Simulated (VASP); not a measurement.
# Cs4Sn (Pm-3m) in VASP: a series of runs, part 2 of 2

VASP 6.6.1. Earlier steps stand in the parts before.

**3. Single point, PBE**

This run uses another cell than the first one, of 57.09 Å³/atom, 0.685 times its volume.

The input, INCAR:

```
SYSTEM = Cs4Sn
PREC = Accurate
ENCUT = 520
EDIFF = 1E-6
ISMEAR = 0
SIGMA = 0.1
LREAL = .FALSE.
LASPH = .TRUE.
NELM = 100
ALGO = Fast
ISIF = 2
LWAVE = .FALSE.
LCHARG = .FALSE.
GGA = PE
NBANDS = 33
```

The input, KPOINTS:

```
Automatic mesh
0
G
  4 4 4
  0 0 0
```

The input, POSCAR:

```
Cs4Sn
1.0
    6.5842416600      0.0000000000      0.0000000000
    0.0000000000      6.5842416600      0.0000000000
    0.0000000000      0.0000000000      6.5842416600
Cs Sn
4 1
Direct
    0.0000000000      0.0000000000      0.0000000000
    0.5000000000      0.0000000000      0.0000000000
    0.0000000000      0.5000000000      0.0000000000
    0.0000000000      0.0000000000      0.5000000000
    0.5000000000      0.5000000000      0.5000000000
```

Potentials or basis: VASP PAW PBE potentials, release 64 (Cs_sv, Sn_d).

Started as:

```
$ cat potpaw_PBE.64/Cs_sv/POTCAR potpaw_PBE.64/Sn_d/POTCAR > POTCAR
$ mpirun -np 1 vasp_std > vasp.out
```

OUTCAR:

```text
SYSTEM = Cs4Sn
   PREC = Accurate
   ENCUT = 520
   EDIFF = 1E-6
   ISMEAR = 0
   LREAL = .FALSE.
   LASPH = .TRUE.
   NELM = 100
   ISIF = 2
   GGA = PE

 ion  position               nearest neighbor table
   1  0.000  0.000  0.000-
   2  0.500  0.000  0.000-
   3  0.000  0.500  0.000-
   4  0.000  0.000  0.500-
   5  0.500  0.500  0.500-

  LATTYP: Found a simple cubic cell.
 ALAT       =     6.5842416600

  Lattice vectors:

 A1 = (   6.5842416600,   0.0000000000,   0.0000000000)
 A2 = (   0.0000000000,   6.5842416600,   0.0000000000)
 A3 = (   0.0000000000,   0.0000000000,   6.5842416600)

Analysis of symmetry for initial positions (statically):
=====================================================================
 Subroutine PRICEL returns:
 Original cell was already a primitive cell.

 Routine SETGRP: Setting up the symmetry group for a
 simple cubic supercell.

 Subroutine GETGRP returns: Found 48 space group operations
 (whereof 48 operations were pure point group operations)
 out of a pool of 48 trial point group operations.

The static configuration has the point symmetry O_h .

Analysis of symmetry for dynamics (positions and initial velocities):
=====================================================================
 Subroutine PRICEL returns:
 Original cell was already a primitive cell.

 Routine SETGRP: Setting up the symmetry group for a
 simple cubic supercell.

 Subroutine GETGRP returns: Found 48 space group operations
 (whereof 48 operations were pure point group operations)
 out of a pool of 48 trial point group operations.

The dynamic configuration has the point symmetry O_h .

 Subroutine INISYM returns: Found 48 space group operations
 (whereof 48 operations are pure point group operations),
 and found     1 'primitive' translations

----------------------------------------------------------------------------------------

                                     Primitive cell

  volume of cell :     285.4416

  direct lattice vectors                    reciprocal lattice vectors
     6.584241660  0.000000000  0.000000000     0.151877779  0.000000000  0.000000000
     0.000000000  6.584241660  0.000000000     0.000000000  0.151877779  0.000000000
     0.000000000  0.000000000  6.584241660     0.000000000  0.000000000  0.151877779

  length of vectors
     6.584241660  6.584241660  6.584241660     0.151877779  0.151877779  0.151877779

  position of ions in fractional coordinates (direct lattice)
     0.000000000  0.000000000  0.000000000
     0.500000000  0.000000000  0.000000000
     0.000000000  0.500000000  0.000000000
     0.000000000  0.000000000  0.500000000
     0.500000000  0.500000000  0.500000000

  ion indices of the primitive-cell ions
   primitive index   ion index
                 1           1
                 2           2
                 3           3
                 4           4
                 5           5

----------------------------------------------------------------------------------------

 KPOINTS: Automatic mesh

Automatic generation of k-mesh.
 Grid dimensions read from file:
 generate k-points for:    4    4    4

 Generating k-lattice:

  Cartesian coordinates                     Fractional coordinates (reciprocal lattice)
     0.037969445  0.000000000  0.000000000     0.250000000  0.000000000  0.000000000
     0.000000000  0.037969445  0.000000000     0.000000000  0.250000000  0.000000000
     0.000000000  0.000000000  0.037969445     0.000000000  0.000000000  0.250000000

  Length of vectors
     0.037969445  0.037969445  0.037969445

  Shift w.r.t. Gamma in fractional coordinates (k-lattice)
     0.000000000  0.000000000  0.000000000

 Subroutine IBZKPT returns following result:
 ===========================================

 Found     10 irreducible k-points:

 Following reciprocal coordinates:
            Coordinates               Weight
  0.000000  0.000000  0.000000      1.000000
  0.250000  0.000000  0.000000      6.000000
  0.500000  0.000000  0.000000      3.000000
  0.250000  0.250000  0.000000     12.000000
  0.500000  0.250000  0.000000     12.000000
  0.500000  0.500000  0.000000      3.000000
  0.250000  0.250000  0.250000      8.000000
  0.500000  0.250000  0.250000     12.000000
  0.500000  0.500000  0.250000      6.000000
  0.500000  0.500000  0.500000      1.000000
   k-points           NKPTS =     10   k-points in BZ     NKDIM =     10   number of bands    NBANDS=     33
   number of dos      NEDOS =    301   number of ions     NIONS =      5
   total plane-waves  NPLWV = 125000
   dimension x,y,z NGX =    50 NGY =   50 NGZ =   50
   dimension x,y,z NGXF=   100 NGYF=  100 NGZF=  100
   ions per type =               4   1
   NGX,Y,Z   is equivalent  to a cutoff of  12.62, 12.62, 12.62 a.u.
   NGXF,Y,Z  is equivalent  to a cutoff of  25.25, 25.25, 25.25 a.u.
 SYSTEM =  Cs4Sn
   PREC   = accura    normal or accurate (medium, high low for compatibility)
   ISTART =      0    job   : 0-new  1-cont  2-samecut
   ICHARG =      2    charge: 1-file 2-atom 10-const
   ISPIN  =      1    spin polarized calculation?
   LNONCOLLINEAR =      F non collinear calculations
   LSORBIT =      F    spin-orbit coupling
   LASPH  =      T    aspherical Exc in radial PAW
   ENCUT  =  520.0 eV  38.22 Ry    6.18 a.u.  12.24 12.24 12.24*2*pi/ulx,y,z
   NELM   =    100;   NELMIN=  2; NELMDL= -5     # of ELM steps
   EDIFF  = 0.1E-05   stopping-criterion for ELM
   LREAL  =      F    real-space projection
   EDIFFG = 0.1E-04   stopping-criterion for IOM
   NSW    =      0    number of steps for IOM
   IBRION =     -1    ionic relax: 0-MD 1-quasi-New 2-CG
   NFREE  =      0    steps in history (QN), initial steepest desc. (CG)
   ISIF   =      2    stress and relaxation
   ISYM   =      2    0-nonsym 1-usesym 2-fastsym
   POTIM  = 0.5000    time-step for ionic-motion
   TEBEG  =    0.0;   TEEND  =   0.0 temperature during run
   PSTRESS=    0.0 pullay stress
   NELECT =      50.0000    total number of electrons
   NUPDOWN=      -1.0000    fix difference up-down
   EMIN   =  10.00;   EMAX   =-10.00  energy-range for DOS
   EFERMI =   0.00;   METHOD = LEGACY
   ISMEAR =     0;   SIGMA  =   0.10  broadening in eV -4-tet -1-fermi 0-gaus
   EFERMI_NEDOS =   21; number of points for ismear=-14 and -15
   IALGO  =     68    algorithm
   IMIX   =      4    mixing-type and parameters
     AMIX     =   0.40;   BMIX     =  1.00
     AMIX_MAG =   1.60;   BMIX_MAG =  1.00
  volume/ion in A,a.u.               =      57.09       385.25
  Fermi-wavevector in a.u.,A,eV,Ry     =   0.915994  1.730977 11.415889  0.839044
  Thomas-Fermi vector in A             =   2.040798
   LORBIT       =      0    0 simple, 1 ext, 2 COOP (PROOUT), +10 PAW based schemes
   GGA     = PE    functional components
   LHFCALC =     F    Hartree Fock is set to
   AEXX    =    0.0000 exact exchange contribution
   IVDW    =     0    specifies the selected vdW correction
   LEPSILON=     F    determine dielectric tensor
   LRPA    =     F    only Hartree local field effects (RPA)
 non-spin polarized calculation
 RMM-DIIS sequential band-by-band and
 Gauss-broadening in eV      SIGMA  =   0.10
  energy-cutoff  :      520.00
  volume of cell :      285.44
 maximum number of plane-waves:      7712
 NGX is ok and might be reduce to    50
   NGX = 25   NGY = 25   NGZ = 25

 number of electron      49.9999982 magnetization

 Free energy of the ion-electron system (eV)
  ---------------------------------------------------
  ext. energy  EPLUGINS =         0.00000000
  ---------------------------------------------------
  free energy    TOTEN  =        -3.54099095 eV

  energy without entropy =       -3.49843013  energy(sigma->0) =       -3.51971054

 E-fermi :   2.1711     XC(G=0):  -7.3826

 val. band max:        2.1678967831   @ k =   0.5000   0.5000   0.2500
 cond. band min:       2.1959890563   @ k =   0.5000   0.5000   0.5000
 fundamental gap:      0.0280922732
 Fermi energy:         2.1710600150

 k-point     1 :       0.0000    0.0000    0.0000
  band No.  band energies     occupation
      1     -22.7535      2.00000
      2     -21.3742      2.00000
      3     -21.3742      2.00000
      4     -21.2091      2.00000
      5     -18.5682      2.00000
      6     -18.5682      2.00000
[... 349 lines left out ...]
     32       4.5300      0.00000
     33       4.8141      0.00000

------------------------ aborting loop because EDIFF is reached ----------------------------------------

  FORCE on cell =-STRESS in cart. coord.  units (eV):
  Direction    XX          YY          ZZ          XY          YZ          ZX
  --------------------------------------------------------------------------------------
  -------------------------------------------------------------------------------------
  Total        3.6359982      3.6359982      3.6359982      0.0000000     -0.0000000     -0.0000000
  in kB       20.4087760     20.4087760     20.4087760      0.0000000     -0.0000000     -0.0000000
  external PRESSURE =      20.4087760 kB  Pullay stress =       0.0000000 kB

 VOLUME and BASIS-vectors are now :
 -----------------------------------------------------------------------------
  energy-cutoff  :      520.00
  volume of cell :      285.44
      direct lattice vectors                 reciprocal lattice vectors
     6.584241660  0.000000000  0.000000000     0.151877779  0.000000000  0.000000000
     0.000000000  6.584241660  0.000000000     0.000000000  0.151877779  0.000000000
     0.000000000  0.000000000  6.584241660     0.000000000  0.000000000  0.151877779

 POSITION                                       TOTAL-FORCE (eV/Angst)
 -----------------------------------------------------------------------------------
      0.00000      0.00000      0.00000         0.000000      0.000000      0.000000
      3.29212      0.00000      0.00000         0.000000      0.000000      0.000000
      0.00000      3.29212      0.00000         0.000000      0.000000      0.000000
      0.00000      0.00000      3.29212         0.000000      0.000000      0.000000
      3.29212      3.29212      3.29212         0.000000      0.000000      0.000000
 -----------------------------------------------------------------------------------
    total drift:                                0.000000      0.000000     -0.000000

  FREE ENERGIE OF THE ION-ELECTRON SYSTEM (eV)
  ---------------------------------------------------
  free  energy   TOTEN  =        -3.5409909507 eV

  energy  without entropy=       -3.4984301327  energy(sigma->0) =       -3.51971054
```

OSZICAR:

```text
N       E                     dE             d eps       ncg     rms          rms(c)
DAV:   1     0.440335926235E+03    0.44034E+03   -0.20586E+04   660   0.134E+03
DAV:   2     0.527057265816E+02   -0.38763E+03   -0.37512E+03   828   0.281E+02
DAV:   3    -0.222728665748E+01   -0.54933E+02   -0.54424E+02   804   0.117E+02
DAV:   4    -0.421500367148E+01   -0.19877E+01   -0.19790E+01   800   0.288E+01
DAV:   5    -0.427045450004E+01   -0.55451E-01   -0.55397E-01   840   0.435E+00    0.292E+00
RMM:   6    -0.362851786091E+01    0.64194E+00   -0.14122E+00   807   0.281E+00    0.151E+00
RMM:   7    -0.354580886942E+01    0.82709E-01   -0.17765E-01   900   0.224E+00    0.664E-01
RMM:   8    -0.353695274781E+01    0.88561E-02   -0.14919E-01   884   0.142E+00    0.358E-01
RMM:   9    -0.353984368197E+01   -0.28909E-02   -0.27047E-02   994   0.716E-01    0.138E-01
RMM:  10    -0.354057678901E+01   -0.73311E-03   -0.85482E-03   942   0.402E-01    0.425E-02
RMM:  11    -0.354082412034E+01   -0.24733E-03   -0.26440E-03   955   0.163E-01    0.196E-02
RMM:  12    -0.354092575733E+01   -0.10164E-03   -0.10923E-03  1019   0.107E-01    0.776E-03
RMM:  13    -0.354095790136E+01   -0.32144E-04   -0.39091E-04   895   0.392E-02    0.268E-03
RMM:  14    -0.354098143090E+01   -0.23530E-04   -0.24324E-04   735   0.200E-02    0.171E-03
RMM:  15    -0.354098770667E+01   -0.62758E-05   -0.62069E-05   614   0.131E-02    0.121E-03
RMM:  16    -0.354098956796E+01   -0.18613E-05   -0.21543E-05   563   0.893E-03    0.649E-04
RMM:  17    -0.354099064458E+01   -0.10766E-05   -0.10724E-05   548   0.671E-03    0.591E-04
RMM:  18    -0.354099095068E+01   -0.30610E-06   -0.35138E-06   526   0.494E-03
   1 F= -.35409910E+01 E0= -.35197105E+01  d E =-.425608E-01
```

stdout:

```text
POSCAR found type information on POSCAR CsSn
 POSCAR found :  2 types and       5 ions
 scaLAPACK will be used
 LDA part: xc-table for (Slater+PW92), standard interpolation
 POSCAR, INCAR and KPOINTS ok, starting setup
 FFT: planning ... GRIDC
 FFT: planning ... GRID_SOFT
 FFT: planning ... GRID
 WAVECAR not read
 entering main loop
```

Wall time 1.9 min (1 thread of Intel Xeon Platinum 8488C (Sapphire Rapids), shared host); peak memory 0.38 GiB.

What came out:

| Quantity | Value |
| --- | --- |
| Free energy | -3.5410 eV |
| Pressure | 2.0 GPa |
| Band gap on the k mesh | zero (band 25 reaches 2.20 eV, above the bottom of band 26 at 1.98 eV) |

Caveat: spin-orbit coupling is left out, which moves the levels of the heavy elements.
